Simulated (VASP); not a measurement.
Here is a VASP 6.6.1 calculation.

The input INCAR:

```
  PREC = Accurate
  ENCUT = 520
  EDIFF = 1E-6
  ISMEAR = 0
  SIGMA = 0.1
  LREAL = Auto
  LASPH = True
  NELM = 100
  ALGO = Fast
  ISIF = 2
  LWAVE = False
  LCHARG = False
  LDIPOL = True
  IDIPOL = 3
  DIPOL = 0.5 0.5 0.321
  GGA = PE
  NBANDS = 46
```

File KPOINTS:

```
regular mesh
0
Gamma
  6 4 1
```

File POSCAR:

```
Be24F
1.0
    4.5254381414      0.0000000000      0.0000000000
    0.0000000000      7.1336190818      0.0000000000
    0.0000000000      0.0000000000     19.8685529777
Be F
24 1
Direct
    0.0000000000      0.3750000000      0.2013231665
    0.0000000000      0.8750000000      0.2013231665
    0.5000000000      0.3750000000      0.2013231665
    0.5000000000      0.8750000000      0.2013231665
    0.2500000000      0.1250000000      0.2341987732
    0.2500000000      0.6250000000      0.2341987732
    0.7500000000      0.1250000000      0.2341987732
    0.7500000000      0.6250000000      0.2341987732
    0.2500000000      0.3750000000      0.2999499865
    0.2500000000      0.8750000000      0.2999499865
    0.7500000000      0.3750000000      0.2999499865
    0.7500000000      0.8750000000      0.2999499865
    0.0000000000      0.1250000000      0.3268353583
    0.0000000000      0.6250000000      0.3268353583
    0.5000000000      0.1250000000      0.3268353583
    0.5000000000      0.6250000000      0.3268353583
    0.0000000000      0.3750000000      0.3993099146
    0.0000000000      0.8750000000      0.3993099146
    0.5000000000      0.3750000000      0.3993099146
    0.5000000000      0.8750000000      0.3993099146
    0.2500000000      0.1250000000      0.4211958962
    0.2500000000      0.6250000000      0.4211958962
    0.7500000000      0.1250000000      0.4211958962
    0.7500000000      0.6250000000      0.4211958962
    0.5000000000      0.1250000000      0.4828638743
```

Potentials or basis: VASP PAW PBE potentials, release 64 (Be, F).

The run is started by

```console
$ cat potpaw_PBE.64/Be/POTCAR potpaw_PBE.64/F/POTCAR > POTCAR
$ mpirun -np 1 vasp_std > vasp.out
```

**Question.** Predict the band gap on the k mesh.

**Answer.** Zero (an odd number of electrons rules out a gap without spin polarisation).

**Question.** What does it give for the largest force?

**Answer.** 1.007 eV/Å.

Forces on the atoms (eV/Å):
```
Be   0.000 -0.091  0.536
Be   0.000  0.091  0.536
Be   0.000  0.147  0.573
Be   0.000 -0.147  0.573
Be  -0.042  0.000 -0.608
Be   0.052  0.000 -0.824
Be   0.042  0.000 -0.608
Be  -0.052  0.000 -0.824
Be  -0.040  0.039  0.101
Be  -0.040 -0.039  0.101
Be   0.040  0.039  0.101
Be   0.040 -0.039  0.101
Be   0.000  0.000  0.055
Be   0.000  0.000  0.131
Be   0.000  0.000  0.217
Be   0.000  0.000 -0.196
Be   0.000  0.285 -0.266
Be   0.000 -0.285 -0.266
Be   0.000  0.799 -0.613
Be   0.000 -0.799 -0.613
Be   0.295  0.000  0.813
Be   0.037  0.000  0.051
Be  -0.295  0.000  0.813
Be  -0.037  0.000  0.051
F    0.000  0.000  0.063
```
